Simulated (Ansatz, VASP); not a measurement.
## MgO: VASP beside Ansatz

```
Mg O
1.0
     3.24455    0.00000    0.00000
    -1.62228    2.80987    0.00000
     0.00000    0.00000    4.67183
Mg O
2 2
Direct
  0.66667 0.33333 0.75000
  0.33333 0.66667 0.25000
  0.66667 0.33333 0.25000
  0.33333 0.66667 0.75000
```

Alike in both runs: task single point; functional PBEsol; k mesh 9 × 9 × 6; occupations gaussian, width 0.05 eV; no spin polarisation.

|  | VASP | Ansatz |
| --- | --- | --- |
| version | VASP 6.6.1 | Ansatz 0.2.0 |
| potentials or method | VASP PAW PBE potentials, release 64 (Mg, O), cutoff 520 eV | scalar-relativistic, plane waves, PAW |
| valence electrons in the cell | 16 | 32 |

|  | VASP | Ansatz | Ansatz less VASP |
| --- | --- | --- | --- |
| gap on the k mesh at the Fermi level (eV) | 3.35 | 3.36 | +0.007 |
| least direct gap on the mesh (eV) | 3.35 | 3.36 | +0.007 |
| pressure (GPa) | 13.5 | 13.5 | -0.01 |
| traceless stress, the component that is largest in VASP (GPa) | -21.68 | -21.28 | +0.402 |

VASP's potentials were made for PBE, not for PBEsol, and Ansatz warns of the same on its side. The functional is the same, so the differences come from potentials, cutoffs and numerics. VASP's potentials hold 16 valence electrons a cell and Ansatz's 32, so a difference there can come from the potentials and not from the codes.
